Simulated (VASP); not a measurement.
Set up this calculation in VASP 6.6.1, as the native input.

```
Task                   : single point
Functional             : PBE
Potentials or basis    : VASP PAW PBE potentials, release 64 (Ni_sv_GW, O)
Cutoff                 : 700 eV
k mesh                 : 10 × 10 × 10
Occupations            : gaussian, width 0.05 eV
Spin                   : collinear spin, ferromagnetic start
Starting moments       : [1.91, 0.21] μB
Hubbard terms          : Ni d U = 6.2 eV
Dipole correction      : no
Further INCAR settings : ALGO = Normal; EDIFF = 1e-06; NBANDS = 23
```

The structure of NiO lies in POSCAR:

```
NiO
1.0
    0.0000000000      2.1337902789      2.1337902789
    2.1337902789      0.0000000000      2.1337902789
    2.1337902789      2.1337902789      0.0000000000
Ni O
1 1
Direct
    0.0000000000      0.0000000000      0.0000000000
    0.5000000000      0.5000000000      0.5000000000
```

One way to write it, as run:

INCAR

```
PREC = Accurate
ENCUT = 700
EDIFF = 1E-6
ISMEAR = 0
SIGMA = 0.05
LREAL = False
LASPH = True
NELM = 200
ALGO = Normal
ISIF = 2
LWAVE = False
LCHARG = True
ISPIN = 2
MAGMOM = 1.91 0.21
LORBIT = 11
LMAXMIX = 4
LDAU = True
LDAUTYPE = 2
LDAUL = 2 -1
LDAUU = 6.2 0
LDAUJ = 0 0
LDAUPRINT = 1
GGA = PE
LELF = True
LVHAR = True
NBANDS = 23
GGA_COMPAT = False
```

KPOINTS

```
Automatic mesh
0
Gamma
  10 10 10
```

Potentials or basis: VASP PAW PBE potentials, release 64 (Ni_sv_GW, O).

The run is started by

```console
$ cat potpaw_PBE.64/Ni_sv_GW/POTCAR potpaw_PBE.64/O/POTCAR > POTCAR
$ mpirun -np 1 vasp_std > vasp.out
```

It gave:

| Property | Result |
| --- | --- |
| Pressure | -2.2 GPa |
| Band gap on the k mesh | 2.00 eV (least direct gap 3.17 eV) |
| Net moment | 2.00 μB per cell |
| Site moments | Ni +1.80; O +0.16 μB |
| Valence electrons inside the program's atomic spheres | Ni 16.07; O 5.01 |

Caveat: a cell with one magnetic atom can't hold antiferromagnetic order, which such compounds often take.

Wall time 87 s on 1 thread of Intel(R) Xeon(R) Platinum 8488C (Sapphire Rapids), with other jobs on the host, peak memory 0.22 GiB.
